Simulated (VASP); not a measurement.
Set up this calculation in VASP 6.6.1, as the native input.

* Task: single point
* Functional: RPBE
* Potentials or basis: VASP PAW PBE potentials, release 64 (Ni)
* Cutoff: 520 eV
* k mesh: 12 × 12 × 12
* Occupations: fermi-dirac, width 0.05 eV
* Spin: collinear spin, ferromagnetic start
* Starting moments: [0.852, 0.852] μB
* Dipole correction: no
* Further INCAR settings: ALGO = Normal; EDIFF = 1e-07; NBANDS = 21

The structure of Ni lies in POSCAR:

```
Ni
1.0
    0.0000000000      2.6813810990      2.6813810990
    2.6813810990      0.0000000000      2.6813810990
    2.6813810990      2.6813810990      0.0000000000
Ni
2
Direct
    0.1250000000      0.1250000000      0.1250000000
    0.8750000000      0.8750000000      0.8750000000
```

This isn't the form of Ni at room conditions, which is fcc.

One way to write it, as run:

INCAR

```
PREC = Accurate
ENCUT = 520
EDIFF = 1E-7
ISMEAR = -1
SIGMA = 0.05
LREAL = False
LASPH = True
NELM = 150
ALGO = Normal
ISIF = 2
LWAVE = False
LCHARG = False
ISPIN = 2
MAGMOM = 0.852 0.852
LORBIT = 11
LMAXMIX = 4
GGA = RP
NBANDS = 21
```

KPOINTS

```
Automatic mesh
0
Gamma
  12 12 12
```

Potentials or basis: VASP PAW PBE potentials, release 64 (Ni).

Launch:

```console
$ cat potpaw_PBE.64/Ni/POTCAR > POTCAR
$ mpirun -np 1 vasp_std > vasp.out
```

Results of the run:

- Pressure: -6.6 GPa
- Net moment: 1.61 μB per cell
- Site moments: Ni +0.83 μB
- Valence electrons inside the program's atomic spheres: Ni 9.05

Caveat: the cell stands under tension; the PAW data sets were made with another functional, which shifts forces and pressure a little.

It took 2.9 min on 1 thread of Intel Xeon 8259CL, with other jobs on the host, peak memory 0.22 GiB.
